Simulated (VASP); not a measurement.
# KTaO3 (Pm-3m) in VASP: further runs

The runs below take KTaO3 through single point, with PBEsol.

Program: VASP 6.6.1. These are calculated values, not measurements. Logs are shortened: lines on timing, memory, paths and dates and some standing lists are left out, and cuts for length are marked.

## Step 1: The cell of the first run

It takes space group Pm-3m (No. 221, cubic). Conventional cell: a = 3.934 Å, b = 3.934 Å, c = 3.934 Å, α = 90.00°, β = 90.00°, γ = 90.00°. Ta (site symmetry m-3m) has 6 O at 1.97 Å within 2.6 Å. Within 3.7 Å of K (site symmetry m-3m) lie 12 O at 2.78 Å and 8 Ta at 3.41 Å. O (site symmetry 4/mmm) has 2 Ta at 1.97 Å within 2.6 Å.

## Step 2: Single point, PBEsol

INCAR reads:

```
PREC = Accurate ; ENCUT = 520
EDIFF = 1E-6 ; ISMEAR = -1
SIGMA = 0.05 ; LREAL = False
LASPH = True ; NELM = 60
ALGO = Normal ; ISIF = 2
LWAVE = False ; LCHARG = False
GGA = PS ; NBANDS = 27
```

KPOINTS reads:

```
Automatic mesh
0
Gamma
  7 7 7
```

POSCAR reads:

```
KTaO3
1.0
    3.9343974464      0.0000000000      0.0000000000
    0.0000000000      3.9343974464      0.0000000000
    0.0000000000      0.0000000000      3.9343974464
Ta K O
1 1 3
Direct
    0.0000000000      0.0000000000      0.0000000000
    0.5000000000      0.5000000000      0.5000000000
    0.0000000000      0.0000000000      0.5000000000
    0.0000000000      0.5000000000      0.0000000000
    0.5000000000      0.0000000000      0.0000000000
```

Potentials or basis: VASP PAW PBE potentials, release 64 (Ta_pv, K_sv, O).

Started as:

```bash
> cat potpaw_PBE.64/Ta_pv/POTCAR potpaw_PBE.64/K_sv/POTCAR potpaw_PBE.64/O/POTCAR > POTCAR
> mpirun -np 1 vasp_std > vasp.out
```

OUTCAR:

```text
PREC = Accurate
   ENCUT = 520
   EDIFF = 1E-6
   ISMEAR = -1
   LREAL = False
   LASPH = True
   NELM = 60
   ISIF = 2
   GGA = PS

 ion  position               nearest neighbor table
   1  0.000  0.000  0.000-   3 1.97   4 1.97   5 1.97   3 1.97   4 1.97   5 1.97   2 3.41   2 3.41
                             2 3.41   2 3.41   2 3.41   2 3.41   2 3.41   2 3.41
   2  0.500  0.500  0.500-   3 2.78   4 2.78   5 2.78   4 2.78   5 2.78   3 2.78   5 2.78   5 2.78
                             3 2.78   4 2.78   4 2.78   3 2.78   1 3.41   1 3.41   1 3.41   1 3.41
   3  0.000  0.000  0.500-   1 1.97   1 1.97   2 2.78   2 2.78   2 2.78   2 2.78
   4  0.000  0.500  0.000-   1 1.97   1 1.97   2 2.78   2 2.78   2 2.78   2 2.78
   5  0.500  0.000  0.000-   1 1.97   1 1.97   2 2.78   2 2.78   2 2.78   2 2.78

  LATTYP: Found a simple cubic cell.
 ALAT       =     3.9343974464

  Lattice vectors:

 A1 = (   3.9343974464,   0.0000000000,   0.0000000000)
 A2 = (   0.0000000000,   3.9343974464,   0.0000000000)
 A3 = (   0.0000000000,   0.0000000000,   3.9343974464)

Analysis of symmetry for initial positions (statically):
=====================================================================
 Subroutine PRICEL returns:
 Original cell was already a primitive cell.

 Routine SETGRP: Setting up the symmetry group for a
 simple cubic supercell.

 Subroutine GETGRP returns: Found 48 space group operations
 (whereof 48 operations were pure point group operations)
 out of a pool of 48 trial point group operations.

The static configuration has the point symmetry O_h .

Analysis of symmetry for dynamics (positions and initial velocities):
=====================================================================
 Subroutine PRICEL returns:
 Original cell was already a primitive cell.

 Routine SETGRP: Setting up the symmetry group for a
 simple cubic supercell.

 Subroutine GETGRP returns: Found 48 space group operations
 (whereof 48 operations were pure point group operations)
 out of a pool of 48 trial point group operations.

The dynamic configuration has the point symmetry O_h .

 Subroutine INISYM returns: Found 48 space group operations
 (whereof 48 operations are pure point group operations),
 and found     1 'primitive' translations

----------------------------------------------------------------------------------------

                                     Primitive cell

  volume of cell :      60.9024

  direct lattice vectors                    reciprocal lattice vectors
     3.934397446  0.000000000  0.000000000     0.254168526  0.000000000  0.000000000
     0.000000000  3.934397446  0.000000000     0.000000000  0.254168526  0.000000000
     0.000000000  0.000000000  3.934397446     0.000000000  0.000000000  0.254168526

  length of vectors
     3.934397446  3.934397446  3.934397446     0.254168526  0.254168526  0.254168526

  position of ions in fractional coordinates (direct lattice)
     0.000000000  0.000000000  0.000000000
     0.500000000  0.500000000  0.500000000
     0.000000000  0.000000000  0.500000000
     0.000000000  0.500000000  0.000000000
     0.500000000  0.000000000  0.000000000

  ion indices of the primitive-cell ions
   primitive index   ion index
                 1           1
                 2           2
                 3           3
                 4           4
                 5           5

----------------------------------------------------------------------------------------

 KPOINTS: Automatic mesh

Automatic generation of k-mesh.
 Grid dimensions read from file:
 generate k-points for:    7    7    7

 Generating k-lattice:

  Cartesian coordinates                     Fractional coordinates (reciprocal lattice)
     0.036309789  0.000000000  0.000000000     0.142857143  0.000000000  0.000000000
     0.000000000  0.036309789  0.000000000     0.000000000  0.142857143  0.000000000
     0.000000000  0.000000000  0.036309789     0.000000000  0.000000000  0.142857143

  Length of vectors
     0.036309789  0.036309789  0.036309789

  Shift w.r.t. Gamma in fractional coordinates (k-lattice)
     0.000000000  0.000000000  0.000000000

 Subroutine IBZKPT returns following result:
 ===========================================

 Found     20 irreducible k-points:

 Following reciprocal coordinates:
            Coordinates               Weight
  0.000000  0.000000  0.000000      1.000000
  0.142857  0.000000  0.000000      6.000000
  0.285714  0.000000  0.000000      6.000000
  0.428571  0.000000  0.000000      6.000000
  0.142857  0.142857  0.000000     12.000000
  0.285714  0.142857  0.000000     24.000000
[... 12 lines left out ...]
  0.428571  0.428571  0.285714     24.000000
  0.428571  0.428571  0.428571      8.000000
   k-points           NKPTS =     20   k-points in BZ     NKDIM =     20   number of bands    NBANDS=     27
   number of dos      NEDOS =    301   number of ions     NIONS =      5
   total plane-waves  NPLWV =  27000
   dimension x,y,z NGX =    30 NGY =   30 NGZ =   30
   dimension x,y,z NGXF=    60 NGYF=   60 NGZF=   60
   ions per type =               1   1   3
   NGX,Y,Z   is equivalent  to a cutoff of  12.68, 12.68, 12.68 a.u.
   NGXF,Y,Z  is equivalent  to a cutoff of  25.35, 25.35, 25.35 a.u.
 SYSTEM =  unknown system
   PREC   = accura    normal or accurate (medium, high low for compatibility)
   ISTART =      0    job   : 0-new  1-cont  2-samecut
   ICHARG =      2    charge: 1-file 2-atom 10-const
   ISPIN  =      1    spin polarized calculation?
   LNONCOLLINEAR =      F non collinear calculations
   LSORBIT =      F    spin-orbit coupling
   LASPH  =      T    aspherical Exc in radial PAW
   ENCUT  =  520.0 eV  38.22 Ry    6.18 a.u.   7.32  7.32  7.32*2*pi/ulx,y,z
   NELM   =     60;   NELMIN=  2; NELMDL= -5     # of ELM steps
   EDIFF  = 0.1E-05   stopping-criterion for ELM
   LREAL  =      F    real-space projection
   EDIFFG = 0.1E-04   stopping-criterion for IOM
   NSW    =      0    number of steps for IOM
   IBRION =     -1    ionic relax: 0-MD 1-quasi-New 2-CG
   NFREE  =      0    steps in history (QN), initial steepest desc. (CG)
   ISIF   =      2    stress and relaxation
   ISYM   =      2    0-nonsym 1-usesym 2-fastsym
   POTIM  = 0.5000    time-step for ionic-motion
   TEBEG  =    0.0;   TEEND  =   0.0 temperature during run
   PSTRESS=    0.0 pullay stress
   NELECT =      38.0000    total number of electrons
   NUPDOWN=      -1.0000    fix difference up-down
   EMIN   =  10.00;   EMAX   =-10.00  energy-range for DOS
   EFERMI =   0.00;   METHOD = LEGACY
   ISMEAR =    -1;   SIGMA  =   0.05  broadening in eV -4-tet -1-fermi 0-gaus
   EFERMI_NEDOS =   21; number of points for ismear=-14 and -15
   IALGO  =     38    algorithm
   IMIX   =      4    mixing-type and parameters
     AMIX     =   0.40;   BMIX     =  1.00
     AMIX_MAG =   1.60;   BMIX_MAG =  1.00
  volume/ion in A,a.u.               =      12.18        82.20
  Fermi-wavevector in a.u.,A,eV,Ry     =   1.398914  2.643565 26.626077  1.956961
  Thomas-Fermi vector in A             =   2.522025
   LORBIT       =      0    0 simple, 1 ext, 2 COOP (PROOUT), +10 PAW based schemes
   GGA     = PS    functional components
   LHFCALC =     F    Hartree Fock is set to
   AEXX    =    0.0000 exact exchange contribution
   IVDW    =     0    specifies the selected vdW correction
   LEPSILON=     F    determine dielectric tensor
   LRPA    =     F    only Hartree local field effects (RPA)
 non-spin polarized calculation
  energy-cutoff  :      520.00
  volume of cell :       60.90
 maximum number of plane-waves:      1659
 NGX is ok and might be reduce to    30
   NGX = 15   NGY = 15   NGZ = 15

 number of electron      37.9999993 magnetization

 Free energy of the ion-electron system (eV)
  ---------------------------------------------------
  ext. energy  EPLUGINS =         0.00000000
  ---------------------------------------------------
  free energy    TOTEN  =       -42.84336514 eV

  energy without entropy =      -42.84336514  energy(sigma->0) =      -42.84336514

 E-fermi :   2.9950     XC(G=0): -11.3565

 val. band max:        1.8842712874   @ k =   0.4286   0.4286   0.4286
 cond. band min:       4.1136140965   @ k =   0.0000   0.0000   0.0000
 fundamental gap:      2.2293428091
 Fermi energy:         2.9950496188

 k-point     1 :       0.0000    0.0000    0.0000
  band No.  band energies     occupation
      1     -31.9374      2.00000
      2     -31.9374      2.00000
      3     -31.9374      2.00000
      4     -25.1426      2.00000
      5     -15.6879      2.00000
      6     -14.9509      2.00000
[... 19 lines left out ...]
     26       9.8493      0.00000
     27       9.8493      0.00000

 k-point     2 :       0.1429    0.0000    0.0000
  band No.  band energies     occupation
      1     -31.9587      2.00000
      2     -31.9365      2.00000
      3     -31.9365      2.00000
      4     -25.1355      2.00000
      5     -15.6304      2.00000
      6     -14.9460      2.00000
[... 19 lines left out ...]
     26      10.1231      0.00000
     27      10.2745      0.00000

 k-point     3 :       0.2857    0.0000    0.0000
  band No.  band energies     occupation
      1     -32.0062      2.00000
      2     -31.9347      2.00000
      3     -31.9347      2.00000
      4     -25.1196      2.00000
      5     -15.5890      2.00000
      6     -14.9346      2.00000
[... 19 lines left out ...]
     26      10.7762      0.00000
     27      11.7764      0.00000

 k-point     4 :       0.4286    0.0000    0.0000
  band No.  band energies     occupation
      1     -32.0437      2.00000
      2     -31.9331      2.00000
      3     -31.9331      2.00000
      4     -25.1068      2.00000
      5     -15.6003      2.00000
      6     -14.9251      2.00000
[... 19 lines left out ...]
     26      11.3402      0.00000
     27      12.4353      0.00000
[... 396 lines left out ...]
      4     -25.0839      2.00000
      5     -14.6343      2.00000
      6     -14.3186      2.00000
[... 19 lines left out ...]
     26      12.8763      0.00000
     27      13.1552      0.00000

 k-point    19 :       0.4286    0.4286    0.2857
  band No.  band energies     occupation
      1     -32.0349      2.00000
      2     -32.0347      2.00000
      3     -31.9964      2.00000
      4     -25.0774      2.00000
      5     -14.4606      2.00000
      6     -13.9867      2.00000
[... 19 lines left out ...]
     26      13.2183      0.00000
     27      13.7514      0.00000

 k-point    20 :       0.4286    0.4286    0.4286
  band No.  band energies     occupation
      1     -32.0332      2.00000
      2     -32.0330      2.00000
      3     -32.0330      2.00000
      4     -25.0707      2.00000
      5     -13.9942      2.00000
      6     -13.9275      2.00000
[... 19 lines left out ...]
     26      13.0787      0.00000
     27      14.0380      0.00000

------------------------ aborting loop because EDIFF is reached ----------------------------------------

  FORCE on cell =-STRESS in cart. coord.  units (eV):
  Direction    XX          YY          ZZ          XY          YZ          ZX
  --------------------------------------------------------------------------------------
  -------------------------------------------------------------------------------------
  Total        3.5979099      3.5979099      3.5979099      0.0000000     -0.0000000      0.0000000
  in kB       94.6512119     94.6512119     94.6512119      0.0000000     -0.0000000      0.0000000
  external PRESSURE =      94.6512119 kB  Pullay stress =       0.0000000 kB

 VOLUME and BASIS-vectors are now :
 -----------------------------------------------------------------------------
  energy-cutoff  :      520.00
  volume of cell :       60.90
      direct lattice vectors                 reciprocal lattice vectors
     3.934397446  0.000000000  0.000000000     0.254168526  0.000000000  0.000000000
     0.000000000  3.934397446  0.000000000     0.000000000  0.254168526  0.000000000
     0.000000000  0.000000000  3.934397446     0.000000000  0.000000000  0.254168526

 POSITION                                       TOTAL-FORCE (eV/Angst)
 -----------------------------------------------------------------------------------
      0.00000      0.00000      0.00000         0.000000      0.000000      0.000000
      1.96720      1.96720      1.96720         0.000000      0.000000      0.000000
      0.00000      0.00000      1.96720         0.000000      0.000000      0.000000
      0.00000      1.96720      0.00000         0.000000      0.000000      0.000000
      1.96720      0.00000      0.00000         0.000000      0.000000      0.000000
 -----------------------------------------------------------------------------------
    total drift:                                0.000000     -0.000000      0.000000

  FREE ENERGIE OF THE ION-ELECTRON SYSTEM (eV)
  ---------------------------------------------------
  free  energy   TOTEN  =       -42.8433651392 eV

  energy  without entropy=      -42.8433651391  energy(sigma->0) =      -42.84336514
```

Wall time 54 s (1 thread of Intel Xeon 8259CL, shared host); peak memory 0.19 GiB.

What came out:

```yaml
Free_energy: -42.8434 eV
Pressure: 9.5 GPa
Band_gap_on_the_k_mesh: 2.23 eV (least direct gap 2.77 eV)
```

Levels at points of the mesh, in eV from the valence-band top:
| k point | band 17 | band 18 | band 19 | band 20 | band 21 | band 22 |
| --- | --- | --- | --- | --- | --- | --- |
| (0.00, 0.00, 0.00) | -0.54 | -0.54 | -0.54 | 2.23 | 2.23 | 2.23 |

Caveat: the cell stands under pressure; the PAW data sets were made with another functional, which shifts forces and pressure a little; spin-orbit coupling is left out, which moves the levels of the heavy elements; an odd mesh through Γ misses points on the zone boundary, where band edges can lie.

## Step 3: Single point, PBEsol

This run uses another cell than the first one, of 12.43 Å³/atom.

INCAR reads:

```
ALGO = Normal ; EDIFF = 1E-6
ENCUT = 520 ; GGA = PS
ISIF = 2 ; ISMEAR = -1
LASPH = True ; LCHARG = True
LELF = True ; LREAL = False
LVHAR = True ; LWAVE = False
NBANDS = 27 ; NELM = 80
PREC = Accurate ; SIGMA = 0.05
```

KPOINTS reads:

```
k-points
0
Gamma
  7 7 7
```

POSCAR: that of step 2 with these lines changed.

```diff
@@ -2,5 +2,5 @@
 1.0
-    3.9343974464      0.0000000000      0.0000000000
-    0.0000000000      3.9343974464      0.0000000000
-    0.0000000000      0.0000000000      3.9343974464
+    3.9615320794      0.0000000000      0.0000000000
+    0.0000000000      3.9615320794      0.0000000000
+    0.0000000000      0.0000000000      3.9615320794
 Ta K O
```

Potentials or basis: VASP PAW PBE potentials, release 64 (Ta_pv, K_sv, O).

Started as:

```bash
> cat potpaw_PBE.64/Ta_pv/POTCAR potpaw_PBE.64/K_sv/POTCAR potpaw_PBE.64/O/POTCAR > POTCAR
> mpirun -np 1 vasp_std > vasp.out
```

It took 58 s on 1 thread of Intel Xeon 8259CL, shared host; peak memory 0.19 GiB.

The run converged. Its results:

- Free energy: -42.9003 eV
- Pressure: 4.6 GPa
- Band gap on the k mesh: 2.19 eV (least direct gap 2.74 eV)

Levels at points of the mesh, in eV from the valence-band top:
| k point | band 16 | band 17 | band 18 | band 19 | band 20 | band 21 | band 22 | band 23 |
| --- | --- | --- | --- | --- | --- | --- | --- | --- |
| (0.00, 0.00, 0.00) | -1.05 | -0.55 | -0.55 | -0.55 | 2.19 | 2.19 | 2.19 | 6.66 |

Caveat: the cell stands under pressure; the PAW data sets were made with another functional, which shifts forces and pressure a little; spin-orbit coupling is left out, which moves the levels of the heavy elements; an odd mesh through Γ misses points on the zone boundary, where band edges can lie.

## Step 4: Single point, PBEsol

This run uses another cell than the first one, of 12.94 Å³/atom.

INCAR reads:

```
ALGO = Normal
EDIFF = 1E-7
ENCUT = 520
GGA = PS
ISIF = 2
ISMEAR = -1
LASPH = True
LCHARG = True
LELF = True
LREAL = False
LVHAR = True
LWAVE = False
NBANDS = 27
NELM = 100
PREC = Accurate
SIGMA = 0.05
```

KPOINTS is that of step 3.

POSCAR: that of step 3 with these lines changed.

```diff
@@ -2,5 +2,5 @@
 1.0
-    3.9615320794      0.0000000000      0.0000000000
-    0.0000000000      3.9615320794      0.0000000000
-    0.0000000000      0.0000000000      3.9615320794
+    4.0147133525      0.0000000000      0.0000000000
+    0.0000000000      4.0147133525      0.0000000000
+    0.0000000000      0.0000000000      4.0147133525
 Ta K O
```

Started as:

```bash
> cat potpaw_PBE.64/Ta_pv/POTCAR potpaw_PBE.64/K_sv/POTCAR potpaw_PBE.64/O/POTCAR > POTCAR
> mpirun -np 1 vasp_std > vasp.out
```

Wall time 59 s (1 thread of Intel Xeon 8259CL, shared host); peak memory 0.19 GiB.

Results (log left out):

| Property | Result |
| --- | --- |
| Free energy | -42.9092 eV |
| Pressure | -3.6 GPa |
| Band gap on the k mesh | 2.10 eV (least direct gap 2.67 eV) |

Levels at points of the mesh, in eV from the valence-band top:
```csv
k point,band 15,band 16,band 17,band 18,band 19,band 20,band 21,band 22,band 23,band 24
"(0.00, 0.00, 0.00)",-0.99,-0.99,-0.57,-0.57,-0.57,2.10,2.10,2.10,6.35,6.58
```

Caveat: the cell stands under tension; the PAW data sets were made with another functional, which shifts forces and pressure a little; spin-orbit coupling is left out, which moves the levels of the heavy elements; an odd mesh through Γ misses points on the zone boundary, where band edges can lie.

(Continued in part 2 of 2.)
